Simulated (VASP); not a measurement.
# Zr2HS4: single point with PBE+D3(BJ)

Zr2HS4, a slab with vacuum:

```
S Zr H
1.0
     7.29768    0.00000    0.00000
    -3.64884    6.31997    0.00000
     0.00000    0.00000   20.91715
S Zr H
8 4 2
Direct
  0.33333 0.16667 0.19123
  0.33333 0.66667 0.19123
  0.83333 0.16667 0.19123
  0.83333 0.66667 0.19123
  0.16667 0.33333 0.33069
  0.16667 0.83333 0.33069
  0.66667 0.33333 0.33069
  0.66667 0.83333 0.33069
  0.00000 0.00000 0.26096
  0.00000 0.50000 0.26096
  0.50000 0.00000 0.26096
  0.50000 0.50000 0.26096
  0.30367 0.69633 0.36750
  0.36300 0.63700 0.36750
```

* Program: VASP 6.6.1
* Task: single point
* Functional: PBE
* Dispersion: D3(BJ)
* Potentials or basis: VASP PAW PBE potentials, release 64 (S, Zr_sv, H)
* Cutoff: 400 eV
* k mesh: 6 × 6 × 1
* Occupations: gaussian, width 0.05 eV
* Spin: no spin polarisation

The largest force is 1.214 eV/Å, the band gap on the k mesh is 0.95 eV (least direct gap 0.96 eV) and the dispersion energy per atom is -0.223 eV.

Forces in eV/Å, atoms in the order of the input:
```
S   -0.005  0.000  0.018
S   -0.006  0.003  0.030
S    0.019 -0.011  0.020
S   -0.003  0.005  0.018
S   -0.068 -0.662 -0.409
S   -0.565  0.326 -0.367
S   -0.003  0.002  0.051
S    0.539  0.390 -0.409
Zr  -0.073  0.042 -0.257
Zr  -0.206 -0.207 -0.370
Zr   0.076  0.282 -0.370
Zr   0.225 -0.130 -0.370
H    0.005 -0.003  1.214
H    0.065 -0.037  1.199
```

Levels at points of the mesh, in eV from the valence-band top:
```
           k point  band 45  band 46  band 47  band 48  band 49  band 50  band 51  band 52  band 53  band 54
(0.00, 0.00, 0.00)    -1.12    -1.08    -0.20    -0.19    -0.01     0.95     0.96     0.96     1.55     1.56
(0.50, 0.00, 0.00)    -1.10    -0.99    -0.93    -0.67    -0.36     1.32     1.36     2.13     2.16     2.62
(0.50, 0.50, 0.00)    -1.06    -1.01    -0.89    -0.67    -0.44     1.32     1.35     2.14     2.15     2.63
```

Wall time 13 min on 1 thread of AMD EPYC 9R45 96-Core Processor (Zen 5), on a shared host, peak memory 0.88 GiB.
